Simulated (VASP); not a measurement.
Set up this calculation in VASP 6.6.1, as the native input.

| Item | Value |
| --- | --- |
| Task | single point |
| Functional | PBE |
| Potentials or basis | VASP PAW PBE potentials, release 64 (W_sv, Se) |
| Cutoff | 520 eV |
| k mesh | 12 × 12 × 2 |
| Occupations | fermi-dirac, width 0.02 eV |
| Spin | no spin polarisation |
| Dipole correction | no |
| Further INCAR settings | ALGO = Normal; EDIFF = 1e-07; NBANDS = 35 |

The structure of WSe2 lies in POSCAR:

```
WSe2
1.0
    3.2996674462      0.0000000000      0.0000000000
   -1.6498337231      2.8575958324      0.0000000000
    0.0000000000      0.0000000000     13.0172138987
W Se
2 4
Direct
    0.3333333333      0.6666666667      0.2500000000
    0.6666666667      0.3333333333      0.7500000000
    0.6666666667      0.3333333333      0.3778539231
    0.6666666667      0.3333333333      0.1221460769
    0.3333333333      0.6666666667      0.8778539231
    0.3333333333      0.6666666667      0.6221460769
```

This cell differs from its parent crystal: uniaxial z strain -1.0%.

One way to write it, as run:

INCAR

```
SYSTEM = WSe2
PREC = Accurate ; ENCUT = 520
EDIFF = 1E-7 ; ISMEAR = -1
SIGMA = 0.02 ; LREAL = .FALSE.
LASPH = .TRUE. ; NELM = 100
ALGO = Normal ; ISIF = 2
LWAVE = .FALSE. ; LCHARG = .FALSE.
GGA = PE ; NBANDS = 35
```

KPOINTS

```
Automatic mesh
0
G
  12 12 2
  0 0 0
```

Potentials or basis: VASP PAW PBE potentials, release 64 (W_sv, Se).

Run with:

```bash
$ cat potpaw_PBE.64/W_sv/POTCAR potpaw_PBE.64/Se/POTCAR > POTCAR
$ mpirun -np 1 vasp_std > vasp.out
```

It gave:

```json
{
 "Pressure": "3.9 GPa",
 "Largest force": "0.325 eV/Å",
 "Band gap on the k mesh": "0.99 eV (least direct gap 1.48 eV)"
}
```

Caveat: the cell differs from its parent crystal (uniaxial z strain -1.0%); the cell stands under pressure; spin-orbit coupling is left out, which moves the levels of the heavy elements; this functional lacks dispersion, which binds the layers, so the pressure and a relaxed spacing across them are unreliable.

Wall time 2.5 min on 1 thread of Intel(R) Xeon(R) Platinum 8488C (Sapphire Rapids), with other jobs on the host, peak memory 0.32 GiB.
